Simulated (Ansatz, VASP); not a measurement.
# Two plane-wave programs on InSb

```
CELL_PARAMETERS angstrom
0.00000 3.14833 3.14833
3.14833 0.00000 3.14833
3.14833 3.14833 0.00000
ATOMIC_POSITIONS crystal
In 0.00000 0.00000 0.00000
Sb 0.25000 0.25000 0.25000
```

Change from the starting cell: hydrostatic strain -4.0%.

Alike in both runs: task single point; functional HSE06; k mesh 4 × 4 × 4; no spin polarisation.

```csv
,VASP,Ansatz
version,VASP 6.6.1,Ansatz 0.2.0
potentials or method,"VASP PAW PBE potentials, release 64 (In_d, Sb)","plane waves, PAW"
plane-wave cutoff (eV),520,420
occupations,"gaussian, width 0.01 eV",fixed
valence electrons in the cell,18,28
```

|  | VASP | Ansatz | Ansatz less VASP |
| --- | --- | --- | --- |
| gap on the k mesh at the Fermi level (eV) | 1.14 | 1.11 | -0.030 |
| pressure (GPa) | 6.5 | 7.1 | +0.56 |

VASP's potentials hold 18 valence electrons a cell and Ansatz's 28, so a difference there can come from the potentials and not from the codes. Ansatz's warnings: stress exchange threshold loose, stress scf threshold loose.

The k mesh is coarse, so the values compare programs but aren't converged. Neither program's run includes spin-orbit coupling.
